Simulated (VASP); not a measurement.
# SnO (Cmce) in VASP: further runs

The runs below take SnO through single point, with PBE, r2SCAN.

All numbers are computed with VASP 6.6.1; they aren't measurements. Logs are shortened: lines on timing, memory, paths and dates and some standing lists are left out, and cuts for length are marked.

### Step 1. The cell of the first run

It takes space group Cmce (No. 64, orthorhombic). The conventional cell has a = 5.474 Å, b = 5.476 Å, c = 10.222 Å, α = 90.00°, β = 90.00°, γ = 90.00°. Within 3.0 Å of Sn (site symmetry m) lie 4 O at 2.25 to 2.26 Å. O (site symmetry 2) has 4 Sn at 2.25 to 2.26 Å and 4 O at 2.74 Å within 3.0 Å.

### Step 2. Single point, PBE

INCAR reads:

```
SYSTEM = SnO
  ALGO = Normal
  EDIFF = 1E-6
  ENCUT = 520
  GGA = PE
  ISIF = 2
  ISMEAR = 0
  LASPH = .True.
  LCHARG = .False.
  LREAL = .False.
  LWAVE = .False.
  NBANDS = 50
  NELM = 80
  PREC = Accurate
  SIGMA = 0.02
```

KPOINTS reads:

```
k-points
0
Gamma
  8 8 4
  0 0 0
```

POSCAR reads:

```
SnO
1.0
    2.7369120000     -2.7377960000      0.0000000000
    2.7369120000      2.7377960000      0.0000000000
    0.0000000000      0.0000000000     10.2219600000
Sn O
4 4
Direct
    0.7365470000      0.2634530000      0.8638580000
    0.2634530000      0.7365470000      0.1361420000
    0.7634530000      0.2365470000      0.3638580000
    0.2365470000      0.7634530000      0.6361420000
    0.2619440000      0.2380560000      0.2500000000
    0.7380560000      0.7619440000      0.7500000000
    0.2380560000      0.2619440000      0.7500000000
    0.7619440000      0.7380560000      0.2500000000
```

Potentials or basis: VASP PAW PBE potentials, release 64 (Sn_d, O).

On the command line:

```console
$ cat potpaw_PBE.64/Sn_d/POTCAR potpaw_PBE.64/O/POTCAR > POTCAR
$ mpirun -np 1 vasp_std > vasp.out
```

OUTCAR:

```text
SYSTEM = SnO
   EDIFF = 1E-6
   ENCUT = 520
   GGA = PE
   ISIF = 2
   ISMEAR = 0
   LASPH = .True.
   LREAL = .False.
   NELM = 80
   PREC = Accurate

 ion  position               nearest neighbor table
   1  0.737  0.263  0.864-   6 2.25   7 2.25   7 2.26   6 2.26   4 3.59   4 3.59   4 3.59   4 3.59

   2  0.263  0.737  0.136-   5 2.25   8 2.25   5 2.26   8 2.26   3 3.59   3 3.59   3 3.59   3 3.59

   3  0.763  0.237  0.364-   5 2.25   8 2.25   8 2.26   5 2.26   2 3.59   2 3.59   2 3.59   2 3.59

   4  0.237  0.763  0.636-   6 2.25   7 2.25   6 2.26   7 2.26   1 3.59   1 3.59   1 3.59   1 3.59

   5  0.262  0.238  0.250-   2 2.25   3 2.25   3 2.26   2 2.26
   6  0.738  0.762  0.750-   1 2.25   4 2.25   1 2.26   4 2.26
   7  0.238  0.262  0.750-   1 2.25   4 2.25   4 2.26   1 2.26
   8  0.762  0.738  0.250-   2 2.25   3 2.25   2 2.26   3 2.26

  LATTYP: Found a base centered orthorhombic cell.
 ALAT       =     5.4738240000
 B/A-ratio  =     1.0003229918
 C/A-ratio  =     1.8674257704

  Lattice vectors:

 A1 = (   2.7369120000,  -2.7377960000,   0.0000000000)
 A2 = (   2.7369120000,   2.7377960000,   0.0000000000)
 A3 = (   0.0000000000,   0.0000000000,  10.2219600000)

Analysis of symmetry for initial positions (statically):
=====================================================================
 Subroutine PRICEL returns:
 Original cell was already a primitive cell.

 Routine SETGRP: Setting up the symmetry group for a
 base centered orthorhombic supercell.

 Subroutine GETGRP returns: Found  8 space group operations
 (whereof  4 operations were pure point group operations)
 out of a pool of  8 trial point group operations.

The static configuration has the point symmetry C_2h.
 The point group associated with its full space group is D_2h.

Analysis of symmetry for dynamics (positions and initial velocities):
=====================================================================
 Subroutine PRICEL returns:
 Original cell was already a primitive cell.

 Routine SETGRP: Setting up the symmetry group for a
 base centered orthorhombic supercell.

 Subroutine GETGRP returns: Found  8 space group operations
 (whereof  4 operations were pure point group operations)
 out of a pool of  8 trial point group operations.

The dynamic configuration has the point symmetry C_2h.
 The point group associated with its full space group is D_2h.

 Subroutine INISYM returns: Found  8 space group operations
 (whereof  4 operations are pure point group operations),
 and found     1 'primitive' translations

[... 112 lines left out ...]
   ISIF   =      2    stress and relaxation
   ISYM   =      2    0-nonsym 1-usesym 2-fastsym
   POTIM  = 0.5000    time-step for ionic-motion
   TEBEG  =    0.0;   TEEND  =   0.0 temperature during run
   PSTRESS=    0.0 pullay stress
   NELECT =      80.0000    total number of electrons
   NUPDOWN=      -1.0000    fix difference up-down
   EMIN   =  10.00;   EMAX   =-10.00  energy-range for DOS
   EFERMI =   0.00;   METHOD = LEGACY
   ISMEAR =     0;   SIGMA  =   0.02  broadening in eV -4-tet -1-fermi 0-gaus
   EFERMI_NEDOS =   21; number of points for ismear=-14 and -15
   IALGO  =     38    algorithm
   IMIX   =      4    mixing-type and parameters
     AMIX     =   0.40;   BMIX     =  1.00
     AMIX_MAG =   1.60;   BMIX_MAG =  1.00
  volume/ion in A,a.u.               =      19.15       129.22
  Fermi-wavevector in a.u.,A,eV,Ry     =   1.318346  2.491313 23.647424  1.738037
  Thomas-Fermi vector in A             =   2.448323
   LORBIT       =      0    0 simple, 1 ext, 2 COOP (PROOUT), +10 PAW based schemes
   GGA     = PE    functional components
   LHFCALC =     F    Hartree Fock is set to
   AEXX    =    0.0000 exact exchange contribution
   IVDW    =     0    specifies the selected vdW correction
   LEPSILON=     F    determine dielectric tensor
   LRPA    =     F    only Hartree local field effects (RPA)
 non-spin polarized calculation
 Gauss-broadening in eV      SIGMA  =   0.02
  energy-cutoff  :      520.00
  volume of cell :      153.19
 maximum number of plane-waves:      4172
 NGX is ok and might be reduce to    30
   NGX = 15   NGY = 15   NGZ = 39

 number of electron      80.0000000 magnetization

 Free energy of the ion-electron system (eV)
  ---------------------------------------------------
  ext. energy  EPLUGINS =         0.00000000
  ---------------------------------------------------
  free energy    TOTEN  =       -45.44507241 eV

  energy without entropy =      -45.44507241  energy(sigma->0) =      -45.44507241

 E-fermi :   6.1526     XC(G=0):  -9.7647

 val. band max:        6.0178754834   @ k =   0.0000   0.0000   0.0000
 cond. band min:       6.5601669208   @ k =   0.5000   0.5000   0.0000
 fundamental gap:      0.5422914374
 Fermi energy:         6.1526246132

 k-point     1 :       0.0000    0.0000    0.0000
  band No.  band energies     occupation
      1     -15.7008      2.00000
      2     -15.6925      2.00000
      3     -15.3567      2.00000
      4     -15.3483      2.00000
      5     -15.3414      2.00000
      6     -15.3406      2.00000
[... 1261 lines left out ...]
     49      11.6566      0.00000
     50      11.8603      0.00000

 [... further k-points ...]

------------------------ aborting loop because EDIFF is reached ----------------------------------------

  FORCE on cell =-STRESS in cart. coord.  units (eV):
  Direction    XX          YY          ZZ          XY          YZ          ZX
  --------------------------------------------------------------------------------------
  -------------------------------------------------------------------------------------
  Total       -0.1797675     -0.1748636     -0.2568728      0.0000000      0.0000000      0.0000000
  in kB       -1.8801639     -1.8288748     -2.6865975      0.0000000      0.0000000      0.0000000
  external PRESSURE =      -2.1318788 kB  Pullay stress =       0.0000000 kB

 VOLUME and BASIS-vectors are now :
 -----------------------------------------------------------------------------
  energy-cutoff  :      520.00
  volume of cell :      153.19
      direct lattice vectors                 reciprocal lattice vectors
     2.736912000 -2.737796000  0.000000000     0.182687642 -0.182628655  0.000000000
     2.736912000  2.737796000  0.000000000     0.182687642  0.182628655  0.000000000
     0.000000000  0.000000000 10.221960000     0.000000000  0.000000000  0.097828596

 POSITION                                       TOTAL-FORCE (eV/Angst)
 -----------------------------------------------------------------------------------
      2.73691     -1.29523      8.83032         0.000000     -0.049139     -0.007022
      2.73691      1.29523      1.39164         0.000000      0.049139      0.007022
      2.73691     -1.44256      3.71934         0.000000      0.049139     -0.007022
      2.73691      1.44256      6.50262         0.000000     -0.049139      0.007022
      1.36846     -0.06540      2.55549         0.000000     -0.001275      0.000000
      4.10537      0.06540      7.66647         0.000000      0.001275      0.000000
      1.36846      0.06540      7.66647         0.000000      0.001275      0.000000
      4.10537     -0.06540      2.55549         0.000000     -0.001275      0.000000
 -----------------------------------------------------------------------------------
    total drift:                                0.000000     -0.000000      0.000000

  FREE ENERGIE OF THE ION-ELECTRON SYSTEM (eV)
  ---------------------------------------------------
  free  energy   TOTEN  =       -45.4450724131 eV

  energy  without entropy=      -45.4450724131  energy(sigma->0) =      -45.44507241
```

OSZICAR:

```text
N       E                     dE             d eps       ncg     rms          rms(c)
DAV:   1     0.105633448311E+04    0.10563E+04   -0.38009E+04  6860   0.239E+03
DAV:   2     0.164860720359E+03   -0.89147E+03   -0.85231E+03  6452   0.682E+02
DAV:   3    -0.346940330105E+02   -0.19955E+03   -0.19025E+03  7158   0.247E+02
DAV:   4    -0.524532414656E+02   -0.17759E+02   -0.17442E+02  7408   0.760E+01
DAV:   5    -0.531015883501E+02   -0.64835E+00   -0.64623E+00  7214   0.151E+01    0.165E+01
DAV:   6    -0.453908202502E+02    0.77108E+01   -0.31919E+01  9696   0.506E+01    0.685E+00
DAV:   7    -0.454918516826E+02   -0.10103E+00   -0.50148E+00  6846   0.975E+00    0.383E+00
DAV:   8    -0.454720856641E+02    0.19766E-01   -0.94440E-01  9546   0.522E+00    0.136E+00
DAV:   9    -0.454423172839E+02    0.29768E-01   -0.16481E-01  9764   0.341E+00    0.412E-01
DAV:  10    -0.454474846068E+02   -0.51673E-02   -0.29164E-02  8692   0.140E+00    0.373E-01
DAV:  11    -0.454448685955E+02    0.26160E-02   -0.82190E-03  9044   0.770E-01    0.643E-02
DAV:  12    -0.454450772262E+02   -0.20863E-03   -0.23995E-03  7296   0.207E-01    0.594E-02
DAV:  13    -0.454450738994E+02    0.33269E-05   -0.10550E-04  8446   0.934E-02    0.329E-02
DAV:  14    -0.454450737301E+02    0.16924E-06   -0.12950E-05  6722   0.189E-02    0.145E-02
DAV:  15    -0.454450723779E+02    0.13523E-05   -0.61072E-06  5848   0.141E-02    0.491E-03
DAV:  16    -0.454450724131E+02   -0.35297E-07   -0.98020E-07  4294   0.730E-03
   1 F= -.45445072E+02 E0= -.45445072E+02  d E =-.851537E-24
```

stdout:

```text
POSCAR found type information on POSCAR SnO
 POSCAR found :  2 types and       8 ions
 scaLAPACK will be used
 LDA part: xc-table for (Slater+PW92), standard interpolation
 POSCAR, INCAR and KPOINTS ok, starting setup
 FFT: planning ... GRIDC
 FFT: planning ... GRID_SOFT
 FFT: planning ... GRID
 WAVECAR not read
 entering main loop
```

Wall time 7.7 min (1 thread of Intel Xeon Platinum 8259CL at 2.50GHz (Skylake/Cascade Lake), shared host); peak memory 0.48 GiB.

Results:

| Item | Value |
| --- | --- |
| Free energy | -45.4451 eV |
| Pressure | -0.2 GPa |
| Largest force | 0.050 eV/Å |
| Band gap on the k mesh | 0.54 eV |

Forces in eV/Å, atoms in the order of the input:
```
Sn   0.000 -0.049 -0.007
Sn   0.000  0.049  0.007
Sn   0.000  0.049 -0.007
Sn   0.000 -0.049  0.007
O    0.000 -0.001  0.000
O    0.000  0.001  0.000
O    0.000  0.001  0.000
O    0.000 -0.001  0.000
```

Stress tensor (GPa, compression positive):
```
-0.19  0.00  0.00
 0.00 -0.18  0.00
 0.00  0.00 -0.27
```

Levels at points of the mesh, in eV from the valence-band top:
```csv
k point,band 37,band 38,band 39,band 40,band 41,band 42,band 43,band 44
"(0.00, 0.00, 0.00)",-2.84,-2.84,-1.94,0.00,1.74,1.88,3.36,3.36
"(0.50, 0.00, 0.00)",-2.32,-2.32,-1.51,-1.51,2.43,2.43,3.01,3.01
"(0.50, 0.50, 0.00)",-2.20,-2.20,-1.76,-1.73,0.54,0.56,2.63,2.64
"(0.00, 0.00, 0.50)",-2.84,-2.84,-0.70,-0.70,1.69,1.69,3.85,3.85
"(0.50, 0.00, 0.50)",-2.00,-2.00,-1.80,-1.80,2.62,2.62,2.80,2.80
"(0.50, 0.50, 0.50)",-2.07,-2.07,-2.04,-2.04,1.27,1.27,1.29,1.29
```

Caveat: spin-orbit coupling is left out, which moves the levels of the heavy elements. A k mesh can miss the band edges.

### Step 3. Single point, PBE

INCAR reads:

```
SYSTEM = SnO
PREC     = Accurate       ! precision mode
ENCUT    = 520            ! plane-wave cutoff, eV
EDIFF    = 1E-6           ! SCF threshold, eV
ISMEAR   = 0              ! smearing method
SIGMA    = 0.02           ! smearing width, eV
LREAL    = .FALSE.        ! projectors in reciprocal space
LASPH    = .TRUE.         ! aspherical terms in the spheres
NELM     = 80             ! most SCF steps
ALGO     = Normal         ! electronic algorithm
ISIF     = 2              ! what is computed and relaxed
LWAVE    = .FALSE.        ! write WAVECAR
LCHARG   = .FALSE.        ! write CHGCAR
GGA      = PE             ! functional
NBANDS   = 50             ! bands
```

KPOINTS reads:

```
Automatic mesh
0
Gamma
  8 8 4
  0.5 0.5 0.5
```

POSCAR is that of step 2.

Potentials or basis: VASP PAW PBE potentials, release 64 (Sn_d, O).

On the command line:

```console
$ cat potpaw_PBE.64/Sn_d/POTCAR potpaw_PBE.64/O/POTCAR > POTCAR
$ mpirun -np 1 vasp_std > vasp.out
```

OUTCAR:

```text
SYSTEM = SnO
   PREC = Accurate
   ENCUT = 520
   EDIFF = 1E-6
   ISMEAR = 0
   LREAL = .FALSE.
   LASPH = .TRUE.
   NELM = 80
   ISIF = 2
   GGA = PE

 ion  position               nearest neighbor table
   1  0.737  0.263  0.864-   6 2.25   7 2.25   7 2.26   6 2.26   4 3.59   4 3.59   4 3.59   4 3.59

   2  0.263  0.737  0.136-   5 2.25   8 2.25   5 2.26   8 2.26   3 3.59   3 3.59   3 3.59   3 3.59

   3  0.763  0.237  0.364-   5 2.25   8 2.25   8 2.26   5 2.26   2 3.59   2 3.59   2 3.59   2 3.59

   4  0.237  0.763  0.636-   6 2.25   7 2.25   6 2.26   7 2.26   1 3.59   1 3.59   1 3.59   1 3.59

   5  0.262  0.238  0.250-   2 2.25   3 2.25   3 2.26   2 2.26
   6  0.738  0.762  0.750-   1 2.25   4 2.25   1 2.26   4 2.26
   7  0.238  0.262  0.750-   1 2.25   4 2.25   4 2.26   1 2.26
   8  0.762  0.738  0.250-   2 2.25   3 2.25   2 2.26   3 2.26

  LATTYP: Found a base centered orthorhombic cell.
 ALAT       =     5.4738240000
 B/A-ratio  =     1.0003229918
 C/A-ratio  =     1.8674257704

  Lattice vectors:

 A1 = (   2.7369120000,  -2.7377960000,   0.0000000000)
 A2 = (   2.7369120000,   2.7377960000,   0.0000000000)
 A3 = (   0.0000000000,   0.0000000000,  10.2219600000)

Analysis of symmetry for initial positions (statically):
=====================================================================
 Subroutine PRICEL returns:
 Original cell was already a primitive cell.

 Routine SETGRP: Setting up the symmetry group for a
 base centered orthorhombic supercell.

 Subroutine GETGRP returns: Found  8 space group operations
 (whereof  4 operations were pure point group operations)
 out of a pool of  8 trial point group operations.

The static configuration has the point symmetry C_2h.
 The point group associated with its full space group is D_2h.

Analysis of symmetry for dynamics (positions and initial velocities):
=====================================================================
 Subroutine PRICEL returns:
 Original cell was already a primitive cell.

[... 146 lines left out ...]
   LHFCALC =     F    Hartree Fock is set to
   AEXX    =    0.0000 exact exchange contribution
   IVDW    =     0    specifies the selected vdW correction
   LEPSILON=     F    determine dielectric tensor
   LRPA    =     F    only Hartree local field effects (RPA)
 non-spin polarized calculation
 Gauss-broadening in eV      SIGMA  =   0.02
  energy-cutoff  :      520.00
  volume of cell :      153.19
 maximum number of plane-waves:      4144
 NGX is ok and might be reduce to    30
   NGX = 15   NGY = 15   NGZ = 39

 number of electron      80.0000000 magnetization

 Free energy of the ion-electron system (eV)
  ---------------------------------------------------
  ext. energy  EPLUGINS =         0.00000000
  ---------------------------------------------------
  free energy    TOTEN  =       -45.44511251 eV

  energy without entropy =      -45.44511251  energy(sigma->0) =      -45.44511251

 E-fermi :   6.1149     XC(G=0):  -9.7647

 val. band max:        5.9819854841   @ k =   0.0625   0.0625   0.1250
 cond. band min:       6.7739611182   @ k =  -0.4375   0.4375   0.1250
 fundamental gap:      0.7919756341
 Fermi energy:         6.1149458474

 k-point     1 :       0.0625    0.0625    0.1250
  band No.  band energies     occupation
      1     -15.6966      2.00000
      2     -15.6896      2.00000
      3     -15.3543      2.00000
      4     -15.3468      2.00000
      5     -15.3414      2.00000
      6     -15.3374      2.00000
[... 1261 lines left out ...]
     49      11.9178      0.00000
     50      11.9512      0.00000

 [... further k-points ...]

------------------------ aborting loop because EDIFF is reached ----------------------------------------

  FORCE on cell =-STRESS in cart. coord.  units (eV):
  Direction    XX          YY          ZZ          XY          YZ          ZX
  --------------------------------------------------------------------------------------
  -------------------------------------------------------------------------------------
  Total       -0.1786228     -0.1736642     -0.2552654      0.0000000      0.0000000      0.0000000
  in kB       -1.8681915     -1.8163303     -2.6697862      0.0000000      0.0000000      0.0000000
  external PRESSURE =      -2.1181027 kB  Pullay stress =       0.0000000 kB

 VOLUME and BASIS-vectors are now :
 -----------------------------------------------------------------------------
  energy-cutoff  :      520.00
  volume of cell :      153.19
      direct lattice vectors                 reciprocal lattice vectors
     2.736912000 -2.737796000  0.000000000     0.182687642 -0.182628655  0.000000000
     2.736912000  2.737796000  0.000000000     0.182687642  0.182628655  0.000000000
     0.000000000  0.000000000 10.221960000     0.000000000  0.000000000  0.097828596

 POSITION                                       TOTAL-FORCE (eV/Angst)
 -----------------------------------------------------------------------------------
      2.73691     -1.29523      8.83032         0.000000     -0.049147     -0.007035
      2.73691      1.29523      1.39164         0.000000      0.049147      0.007035
      2.73691     -1.44256      3.71934         0.000000      0.049147     -0.007035
      2.73691      1.44256      6.50262         0.000000     -0.049147      0.007035
      1.36846     -0.06540      2.55549         0.000000     -0.001280      0.000000
      4.10537      0.06540      7.66647         0.000000      0.001280      0.000000
      1.36846      0.06540      7.66647         0.000000      0.001280      0.000000
      4.10537     -0.06540      2.55549         0.000000     -0.001280      0.000000
 -----------------------------------------------------------------------------------
    total drift:                                0.000000     -0.000000      0.000000

  FREE ENERGIE OF THE ION-ELECTRON SYSTEM (eV)
  ---------------------------------------------------
  free  energy   TOTEN  =       -45.4451125128 eV

  energy  without entropy=      -45.4451125128  energy(sigma->0) =      -45.44511251
```

Run time: 7.2 min. Hardware: 1 thread of AMD EPYC 7R13, shared host; peak memory 0.36 GiB.

Results:

```yaml
Free_energy: -45.4451 eV
Pressure: -0.2 GPa
Largest_force: 0.050 eV/Å
Band_gap_on_the_k_mesh: 0.79 eV
```

Forces on the atoms (eV/Å):
```
Sn   0.000 -0.049 -0.007
Sn   0.000  0.049  0.007
Sn   0.000  0.049 -0.007
Sn   0.000 -0.049  0.007
O    0.000 -0.001  0.000
O    0.000  0.001  0.000
O    0.000  0.001  0.000
O    0.000 -0.001  0.000
```

Stress tensor (GPa, compression positive):
```
-0.19  0.00  0.00
 0.00 -0.18  0.00
 0.00  0.00 -0.27
```

Caveat: spin-orbit coupling is left out, which moves the levels of the heavy elements; a shifted mesh leaves out Γ, where band edges can lie. A k mesh can miss the band edges.

[end of part 1 of 2]
